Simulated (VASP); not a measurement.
# BiMo (P6_3/mmc) in VASP: a series of runs

The runs below take BiMo through single point, with PBE, r2SCAN.

Program: VASP 6.6.1. These are calculated values, not measurements. Logs are shortened: lines on timing, memory, paths and dates and some standing lists are left out, and cuts for length are marked.

**1. The cell of the first run**

The structure is hexagonal, space group P6_3/mmc (No. 194). The conventional cell has a = 4.679 Å, b = 4.679 Å, c = 5.168 Å, α = 90.00°, β = 90.00°, γ = 120.00°. Within 3.4 Å of Mo (site symmetry -3m) lie 2 Mo at 2.58 Å and 6 Bi at 2.99 Å. Within 3.9 Å of Bi (site symmetry -6m2) lie 6 Mo at 2.99 Å and 6 Bi at 3.74 Å.

**2. Single point, PBE (volume scaled by 1.040)**

Input file INCAR:

```
PREC     = Accurate       # precision mode
ENCUT    = 520            # plane-wave cutoff, eV
EDIFF    = 1E-7           # SCF threshold, eV
ISMEAR   = 0              # smearing method
SIGMA    = 0.05           # smearing width, eV
LREAL    = False          # projectors in reciprocal space
LASPH    = True           # aspherical terms in the spheres
NELM     = 60             # most SCF steps
ALGO     = Fast           # electronic algorithm
ISIF     = 2              # what is computed and relaxed
LWAVE    = False          # write WAVECAR
LCHARG   = False          # write CHGCAR
GGA      = PE             # functional
NBANDS   = 37             # bands
```

Input file KPOINTS:

```
Automatic mesh
0
Gamma
  10 10 6
```

Input file POSCAR:

```
BiMo
1.0
    4.6790382509      0.0000000000      0.0000000000
   -2.3395191255      4.0521659906      0.0000000000
    0.0000000000      0.0000000000      5.1677652207
Mo Bi
2 2
Direct
    0.0000000000      0.0000000000      0.0000000000
    0.0000000000      0.0000000000      0.5000000000
    0.3333333333      0.6666666667      0.2500000000
    0.6666666667      0.3333333333      0.7500000000
```

Potentials or basis: VASP PAW PBE potentials, release 64 (Mo_sv, Bi_d).

Started as:

```console
> cat potpaw_PBE.64/Mo_sv/POTCAR potpaw_PBE.64/Bi_d/POTCAR > POTCAR
> mpirun -np 1 vasp_std > vasp.out
```

OUTCAR:

```text
PREC = Accurate
   ENCUT = 520
   EDIFF = 1E-7
   ISMEAR = 0
   LREAL = False
   LASPH = True
   NELM = 60
   ISIF = 2
   GGA = PE

 ion  position               nearest neighbor table
   1  0.000  0.000  0.000-   2 2.58   2 2.58   4 2.99   3 2.99   4 2.99   3 2.99   4 2.99   3 2.99

   2  0.000  0.000  0.500-   1 2.58   1 2.58   4 2.99   3 2.99   4 2.99   3 2.99   4 2.99   3 2.99

   3  0.333  0.667  0.250-   1 2.99   2 2.99   1 2.99   2 2.99   1 2.99   2 2.99   4 3.74   4 3.74
                             4 3.74   4 3.74   4 3.74   4 3.74
   4  0.667  0.333  0.750-   1 2.99   2 2.99   1 2.99   2 2.99   1 2.99   2 2.99   3 3.74   3 3.74
                             3 3.74   3 3.74   3 3.74   3 3.74

  LATTYP: Found a hexagonal cell.
 ALAT       =     4.6790382509
 C/A-ratio  =     1.1044503044

  Lattice vectors:

 A1 = (   4.6790382509,   0.0000000000,   0.0000000000)
 A2 = (  -2.3395191255,   4.0521659906,   0.0000000000)
 A3 = (   0.0000000000,   0.0000000000,   5.1677652207)

Analysis of symmetry for initial positions (statically):
=====================================================================
 Subroutine PRICEL returns:
 Original cell was already a primitive cell.

 Routine SETGRP: Setting up the symmetry group for a
 hexagonal supercell.

 Subroutine GETGRP returns: Found 24 space group operations
 (whereof 12 operations were pure point group operations)
 out of a pool of 24 trial point group operations.

The static configuration has the point symmetry D_3d.
 The point group associated with its full space group is D_6h.

Analysis of symmetry for dynamics (positions and initial velocities):
=====================================================================
 Subroutine PRICEL returns:
 Original cell was already a primitive cell.

 Routine SETGRP: Setting up the symmetry group for a
 hexagonal supercell.

 Subroutine GETGRP returns: Found 24 space group operations
 (whereof 12 operations were pure point group operations)
 out of a pool of 24 trial point group operations.

The dynamic configuration has the point symmetry D_3d.
 The point group associated with its full space group is D_6h.

 Subroutine INISYM returns: Found 24 space group operations
 (whereof 12 operations are pure point group operations),
 and found     1 'primitive' translations

----------------------------------------------------------------------------------------

                                     Primitive cell

  volume of cell :      97.9821

  direct lattice vectors                    reciprocal lattice vectors
     4.679038251  0.000000000  0.000000000     0.213719133  0.123390799  0.000000000
    -2.339519125  4.052165991  0.000000000     0.000000000  0.246781598  0.000000000
     0.000000000  0.000000000  5.167765221     0.000000000  0.000000000  0.193507243

  length of vectors
     4.679038251  4.679038251  5.167765221     0.246781598  0.246781598  0.193507243

  position of ions in fractional coordinates (direct lattice)
     0.000000000  0.000000000  0.000000000
     0.000000000  0.000000000  0.500000000
     0.333333333  0.666666667  0.250000000
     0.666666667  0.333333333  0.750000000

  ion indices of the primitive-cell ions
   primitive index   ion index
                 1           1
                 2           2
                 3           3
                 4           4

----------------------------------------------------------------------------------------

 KPOINTS: Automatic mesh

Automatic generation of k-mesh.
 Grid dimensions read from file:
 generate k-points for:   10   10    6

 Generating k-lattice:

  Cartesian coordinates                     Fractional coordinates (reciprocal lattice)
     0.021371913  0.012339080  0.000000000     0.100000000  0.000000000  0.000000000
     0.000000000  0.024678160  0.000000000     0.000000000  0.100000000  0.000000000
     0.000000000  0.000000000  0.032251207     0.000000000  0.000000000  0.166666667

  Length of vectors
     0.024678160  0.024678160  0.032251207

  Shift w.r.t. Gamma in fractional coordinates (k-lattice)
     0.000000000  0.000000000  0.000000000

 Subroutine IBZKPT returns following result:
 ===========================================

 Found     56 irreducible k-points:

 Following reciprocal coordinates:
            Coordinates               Weight
  0.000000  0.000000  0.000000      1.000000
  0.100000 -0.000000  0.000000      6.000000
  0.200000 -0.000000  0.000000      6.000000
  0.300000 -0.000000  0.000000      6.000000
  0.400000  0.000000  0.000000      6.000000
  0.500000 -0.000000  0.000000      3.000000
[... 16 lines left out ...]
  0.300000  0.100000  0.166667     24.000000
  0.400000  0.100000  0.166667     24.000000
 [... further k-points ...]
   k-points           NKPTS =     56   k-points in BZ     NKDIM =     56   number of bands    NBANDS=     37
   number of dos      NEDOS =    301   number of ions     NIONS =      4
   total plane-waves  NPLWV =  51840
[... 38 lines left out ...]
  Thomas-Fermi vector in A             =   2.499990
   LORBIT       =      0    0 simple, 1 ext, 2 COOP (PROOUT), +10 PAW based schemes
   GGA     = PE    functional components
   LHFCALC =     F    Hartree Fock is set to
   AEXX    =    0.0000 exact exchange contribution
   IVDW    =     0    specifies the selected vdW correction
   LEPSILON=     F    determine dielectric tensor
   LRPA    =     F    only Hartree local field effects (RPA)
 non-spin polarized calculation
 RMM-DIIS sequential band-by-band and
 Gauss-broadening in eV      SIGMA  =   0.05
  energy-cutoff  :      520.00
  volume of cell :       97.98
 maximum number of plane-waves:      2670
 NGX is ok and might be reduce to    36
   NGX = 17   NGY = 17   NGZ = 19

 number of electron      58.0000004 magnetization

 Free energy of the ion-electron system (eV)
  ---------------------------------------------------
  ext. energy  EPLUGINS =         0.00000000
  ---------------------------------------------------
  free energy    TOTEN  =       -27.04431053 eV

  energy without entropy =      -27.04266831  energy(sigma->0) =      -27.04348942

 E-fermi :   8.3597     XC(G=0): -11.0339

 val. band max:        8.3363079436   @ k =   0.2000  -0.0000   0.3333
 cond. band min:       8.3943219998   @ k =   0.3000   0.3000   0.0000
 fundamental gap:      0.0580140562
 Fermi energy:         8.3596776974

 k-point     1 :       0.0000    0.0000    0.0000
  band No.  band energies     occupation
      1     -52.3367      2.00000
      2     -52.1322      2.00000
      3     -27.0980      2.00000
      4     -26.4450      2.00000
      5     -26.4450      2.00000
      6     -26.2595      2.00000
[... 29 lines left out ...]
     36      12.9397      0.00000
     37      12.9400      0.00000

 k-point     2 :       0.1000   -0.0000    0.0000
  band No.  band energies     occupation
      1     -52.3367      2.00000
      2     -52.1322      2.00000
      3     -27.0979      2.00000
      4     -26.4455      2.00000
      5     -26.4450      2.00000
      6     -26.2597      2.00000
[... 29 lines left out ...]
     36      12.8202      0.00000
     37      13.1973      0.00000

 k-point     3 :       0.2000   -0.0000    0.0000
  band No.  band energies     occupation
      1     -52.3366      2.00000
      2     -52.1322      2.00000
      3     -27.0976      2.00000
      4     -26.4467      2.00000
      5     -26.4450      2.00000
      6     -26.2603      2.00000
[... 29 lines left out ...]
     36      12.6196      0.00000
     37      12.8322      0.00000

 k-point     4 :       0.3000   -0.0000    0.0000
  band No.  band energies     occupation
      1     -52.3366      2.00000
      2     -52.1322      2.00000
      3     -27.0972      2.00000
      4     -26.4482      2.00000
      5     -26.4451      2.00000
      6     -26.2609      2.00000
[... 29 lines left out ...]
     36      13.0029      0.00000
     37      13.1350      0.00000
[... 683 lines left out ...]
      1     -52.3232      2.00000
      2     -52.1462      2.00000
      3     -27.0042      2.00000
      4     -26.4352      2.00000
      5     -26.4330      2.00000
      6     -26.2734      2.00000
[... 29 lines left out ...]
     36      12.6468      0.00000
     37      13.9580      0.00000

 k-point    23 :       0.3000    0.1000    0.1667
  band No.  band energies     occupation
      1     -52.3232      2.00000
      2     -52.1462      2.00000
      3     -27.0039      2.00000
      4     -26.4365      2.00000
      5     -26.4332      2.00000
      6     -26.2740      2.00000
[... 29 lines left out ...]
     36      12.8885      0.00000
     37      13.9969      0.00000

 k-point    24 :       0.4000    0.1000    0.1667
  band No.  band energies     occupation
      1     -52.3231      2.00000
      2     -52.1462      2.00000
      3     -27.0037      2.00000
      4     -26.4372      2.00000
      5     -26.4333      2.00000
      6     -26.2744      2.00000
[... 29 lines left out ...]
     36      13.0365      0.00000
     37      14.2323      0.00000

 [... further k-points ...]
[... 5 lines left out ...]
  --------------------------------------------------------------------------------------
  -------------------------------------------------------------------------------------
  Total       -2.2870664     -2.2870664     -2.3234439      0.0000000      0.0000000      0.0000000
  in kB      -37.3975161    -37.3975161    -37.9923523      0.0000000      0.0000000      0.0000000
  external PRESSURE =     -37.5957949 kB  Pullay stress =       0.0000000 kB

 VOLUME and BASIS-vectors are now :
 -----------------------------------------------------------------------------
  energy-cutoff  :      520.00
  volume of cell :       97.98
      direct lattice vectors                 reciprocal lattice vectors
     4.679038251  0.000000000  0.000000000     0.213719133  0.123390799  0.000000000
    -2.339519125  4.052165991  0.000000000     0.000000000  0.246781598  0.000000000
     0.000000000  0.000000000  5.167765221     0.000000000  0.000000000  0.193507243

 POSITION                                       TOTAL-FORCE (eV/Angst)
 -----------------------------------------------------------------------------------
      0.00000      0.00000      0.00000         0.000000      0.000000      0.000000
      0.00000      0.00000      2.58388         0.000000      0.000000      0.000000
     -0.00000      2.70144      1.29194         0.000000     -0.000000     -0.000000
      2.33952      1.35072      3.87582        -0.000000      0.000000      0.000000
 -----------------------------------------------------------------------------------
    total drift:                               -0.000000      0.000000     -0.000000

  FREE ENERGIE OF THE ION-ELECTRON SYSTEM (eV)
  ---------------------------------------------------
  free  energy   TOTEN  =       -27.0443105275 eV

  energy  without entropy=      -27.0426683102  energy(sigma->0) =      -27.04348942
```

Run time: 2.4 min. Hardware: 1 thread of Intel Xeon Platinum 8559C (Emerald Rapids), shared host; peak memory 0.33 GiB.

Results:

* Free energy: -27.0443 eV
* Pressure: -3.8 GPa
* Band gap on the k mesh: zero (band 29 reaches 9.20 eV, above the bottom of band 30 at 7.82 eV)

Caveat: the cell differs from its parent crystal (volume scaled by 1.040); spin-orbit coupling is left out, which moves the levels of the heavy elements.

**3. Single point, PBE (volume scaled by 1.070)**

INCAR: that of step 2 with these lines changed.

```diff
@@ -2,3 +2,3 @@
 ENCUT    = 520            # plane-wave cutoff, eV
-EDIFF    = 1E-7           # SCF threshold, eV
+EDIFF    = 1E-6           # SCF threshold, eV
 ISMEAR   = 0              # smearing method
@@ -7,3 +7,3 @@
 LASPH    = True           # aspherical terms in the spheres
-NELM     = 60             # most SCF steps
+NELM     = 100            # most SCF steps
 ALGO     = Fast           # electronic algorithm
```

Input file KPOINTS:

```
regular mesh
0
Gamma
  10 10 6
```

Input file POSCAR:

```
BiMo
1.0
    4.7446530590      0.0000000000      0.0000000000
   -2.3723265295      4.1089900812      0.0000000000
    0.0000000000      0.0000000000      5.1707969244
Mo Bi
2 2
Direct
    0.0000000000      0.0000000000      0.0000000000
    0.0000000000      0.0000000000      0.5000000000
    0.3333333333      0.6666666667      0.2500000000
    0.6666666667      0.3333333333      0.7500000000
```

Potentials or basis: VASP PAW PBE potentials, release 64 (Mo_sv, Bi_d).

Started as:

```console
> cat potpaw_PBE.64/Mo_sv/POTCAR potpaw_PBE.64/Bi_d/POTCAR > POTCAR
> mpirun -np 1 vasp_std > vasp.out
```

It took 1.8 min on 1 thread of Intel Xeon Platinum 8559C (Emerald Rapids), shared host; peak memory 0.33 GiB.

The run converged. Its results:

* Free energy: -26.9588 eV
* Pressure: -6.0 GPa
* Band gap on the k mesh: zero (band 29 reaches 8.82 eV, above the bottom of band 30 at 7.48 eV)

Levels at points of the mesh, in eV from the Fermi level:
```
           k point  band 25  band 26  band 27  band 28  band 29  band 30  band 31  band 32  band 33  band 34
(0.00, 0.00, 0.00)    -1.93    -1.93     0.18     0.18     0.52     0.52     2.65     2.65     2.79     2.94
(0.50, 0.00, 0.00)    -1.76    -1.36    -1.30    -0.99    -0.82     0.54     0.54     1.01     2.56     2.65
(0.00, 0.00, 0.50)    -1.49    -1.49    -0.52    -0.52    -0.52    -0.52     0.13     0.13     3.71     3.71
(0.50, 0.00, 0.50)    -1.02    -1.02    -0.14    -0.14    -0.09    -0.09     0.05     0.05     2.18     2.18
```

Caveat: the cell differs from its parent crystal (volume scaled by 1.070); spin-orbit coupling is left out, which moves the levels of the heavy elements.

**4. Single point, PBE (volume scaled by 1.100)**

Input file INCAR:

```
SYSTEM = BiMo
PREC = Accurate
ENCUT = 520
EDIFF = 1E-7
ISMEAR = 0
SIGMA = 0.05
LREAL = .False.
LASPH = .True.
NELM = 80
ALGO = Fast
ISIF = 2
LWAVE = .False.
LCHARG = .True.
GGA = PE
LELF = .True.
LVHAR = .True.
NBANDS = 37
```

Input file KPOINTS:

```
regular mesh
0
Gamma
  10 10 6
  0 0 0
```

Input file POSCAR:

```
BiMo
1.0
    4.8178784805      0.0000000000      0.0000000000
   -2.4089392403      4.1724051565      0.0000000000
    0.0000000000      0.0000000000      5.1554149691
Mo Bi
2 2
Direct
    0.0000000000      0.0000000000      0.0000000000
    0.0000000000      0.0000000000      0.5000000000
    0.3333333333      0.6666666667      0.2500000000
    0.6666666667      0.3333333333      0.7500000000
```

Started as:

```console
> cat potpaw_PBE.64/Mo_sv/POTCAR potpaw_PBE.64/Bi_d/POTCAR > POTCAR
> mpirun -np 1 vasp_std > vasp.out
```

It took 2.5 min on 1 thread of Intel Xeon Platinum 8559C (Emerald Rapids), shared host; peak memory 0.33 GiB.

Results (log left out):

```yaml
Free_energy: -26.8378 eV
Pressure: -7.8 GPa
Band_gap_on_the_k_mesh: zero (band 29 reaches 8.46 eV, above the bottom of band 30 at 7.16 eV)
```

Levels at points of the mesh, in eV from the Fermi level:
| k point | band 25 | band 26 | band 27 | band 28 | band 29 | band 30 | band 31 | band 32 | band 33 | band 34 |
| --- | --- | --- | --- | --- | --- | --- | --- | --- | --- | --- |
| (0.00, 0.00, 0.00) | -1.94 | -1.94 | 0.21 | 0.21 | 0.43 | 0.43 | 2.68 | 2.68 | 2.77 | 2.85 |
| (0.50, 0.00, 0.00) | -1.63 | -1.43 | -1.21 | -0.91 | -0.85 | 0.40 | 0.54 | 1.01 | 2.60 | 2.69 |
| (0.00, 0.00, 0.50) | -1.46 | -1.46 | -0.52 | -0.52 | -0.52 | -0.52 | 0.08 | 0.08 | 3.54 | 3.54 |
| (0.50, 0.00, 0.50) | -0.99 | -0.99 | -0.14 | -0.14 | -0.10 | -0.10 | 0.04 | 0.04 | 2.08 | 2.08 |

Caveat: the cell differs from its parent crystal (volume scaled by 1.100); spin-orbit coupling is left out, which moves the levels of the heavy elements.

**5. Single point, r2SCAN**

This run uses another cell than the first one, of 23.55 Å³/atom, 0.962 times its volume.

Input file POSCAR:

```
BiMo
1.0
    4.6006453045      0.0000000000      0.0000000000
   -2.3003226523      3.9842757075      0.0000000000
    0.0000000000      0.0000000000      5.1397870164
Mo Bi
2 2
Direct
    0.0000000000      0.0000000000      0.0000000000
    0.0000000000      0.0000000000      0.5000000000
    0.3333333333      0.6666666667      0.2500000000
    0.6666666667      0.3333333333      0.7500000000
```

Input file INCAR.step1:

```
SYSTEM = BiMo
  PREC = Accurate
  ENCUT = 520
  ISMEAR = 0
  SIGMA = 0.05
  LREAL = .FALSE.
  LASPH = .TRUE.
  NELM = 60
  NBANDS = 37
  GGA = PE
  ALGO = Normal
  EDIFF = 1E-4
  LWAVE = .TRUE.
  LCHARG = .FALSE.
```

Input file INCAR.step2:

```
SYSTEM = BiMo
  PREC = Accurate
  ENCUT = 520
  EDIFF = 1E-6
  ISMEAR = 0
  SIGMA = 0.05
  LREAL = .FALSE.
  LASPH = .TRUE.
  NELM = 60
  ALGO = Normal
  ISIF = 2
  LWAVE = .FALSE.
  LCHARG = .FALSE.
  METAGGA = R2SCAN
  LMIXTAU = .TRUE.
  NBANDS = 37
  ISTART = 1
```

Input file KPOINTS:

```
Automatic mesh
0
G
  10 10 6
  0 0 0
```

Started as:

```console
> cat potpaw_PBE.64/Mo_sv/POTCAR potpaw_PBE.64/Bi_d/POTCAR > POTCAR
> cp INCAR.step1 INCAR
> mpirun -np 1 vasp_std > vasp.out
> cp INCAR.step2 INCAR
> mpirun -np 1 vasp_std > vasp.out
```

Run time: 5.9 min. Hardware: 1 thread of Intel Xeon Platinum 8559C (Emerald Rapids), shared host; peak memory 0.34 GiB.

The run converged. Its results:

```
Free energy            : -166.5355 eV
Pressure               : -1.6 GPa
Band gap on the k mesh : zero (band 29 reaches 9.70 eV, above the bottom of band 30 at 8.20 eV)
```

Stress tensor (GPa, compression positive):
```
-1.65  0.00  0.00
 0.00 -1.65  0.00
 0.00  0.00 -1.51
```

Levels at points of the mesh, in eV from the Fermi level:
```tsv
k point	band 25	band 26	band 27	band 28	band 29	band 30	band 31	band 32	band 33	band 34
(0.00, 0.00, 0.00)	-2.12	-2.12	0.15	0.15	0.62	0.62	2.86	2.86	3.11	3.23
(0.50, 0.00, 0.00)	-2.14	-1.63	-1.37	-1.20	-0.89	0.58	1.00	1.14	2.73	2.87
(0.00, 0.00, 0.50)	-1.65	-1.65	-0.59	-0.59	-0.59	-0.59	0.24	0.24	4.28	4.28
(0.50, 0.00, 0.50)	-1.19	-1.19	-0.22	-0.22	-0.11	-0.11	0.08	0.08	2.52	2.52
```

Caveat: the PAW data sets were made with another functional, which shifts forces and pressure a little; spin-orbit coupling is left out, which moves the levels of the heavy elements.

**6. Overview**

| level | cell | gap on the mesh (eV) | pressure (GPa) |
| --- | --- | --- | --- |
| PBE | a = 4.679, b = 4.679, c = 5.168 Å, angles 90.0, 90.0, 120.0°, 4 atoms | none | -3.8 |
| PBE | a = 4.745, b = 4.745, c = 5.171 Å, angles 90.0, 90.0, 120.0°, 4 atoms | none | -6.0 |
| PBE | a = 4.818, b = 4.818, c = 5.155 Å, angles 90.0, 90.0, 120.0°, 4 atoms | none | -7.8 |
| r2SCAN | a = 4.601, b = 4.601, c = 5.140 Å, angles 90.0, 90.0, 120.0°, 4 atoms | none | -1.6 |

Alike in all rows: task single point; potentials or basis VASP PAW PBE potentials, release 64 (Mo_sv, Bi_d); no spin polarisation; k mesh 10 × 10 × 6; cutoff (eV) 520; smearing gaussian 0.05 eV.

Caveats: spin-orbit coupling is left out, which moves the levels of the heavy elements; the PAW data sets were made with another functional, which shifts forces and pressure a little (some runs).

Absolute energies hang on the potentials; compare differences alone.
